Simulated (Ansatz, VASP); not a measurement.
# Eu in VASP and in Ansatz

```
Eu
1.0
    -2.22747    2.22747    2.22747
     2.22747   -2.22747    2.22747
     2.22747    2.22747   -2.22747
Eu
1
Direct
  0.00000 0.00000 0.00000
```

Alike in both runs: task single point; functional r2SCAN; k mesh 10 × 10 × 10; occupations fermi-dirac, width 0.05 eV; collinear spin.

```csv
,VASP,Ansatz
version,VASP 6.6.1,Ansatz 0.2.0
potentials or method,"VASP PAW PBE potentials, release 64 (Eu), cutoff 520 eV","plane waves (500 eV) with PAW, scalar-relativistic"
valence electrons in the cell,17,17
```

|  | VASP | Ansatz | Ansatz less VASP |
| --- | --- | --- | --- |
| pressure (GPa) | -0.4 | 0.0 | +0.31 |
| net moment per atom (μB) | 7.70 | 7.88 | +0.183 |
| size of the moment on the site where the two differ most (μB) | 6.69 | 7.32 | +0.627 |

The net moments are unlike, so the other rows may belong to different states. VASP's potentials were made for PBE, not for r2SCAN. Site moments also hang on the region over which each program counts them. Ansatz's warnings: stability check not made.

Neither program's run includes spin-orbit coupling.
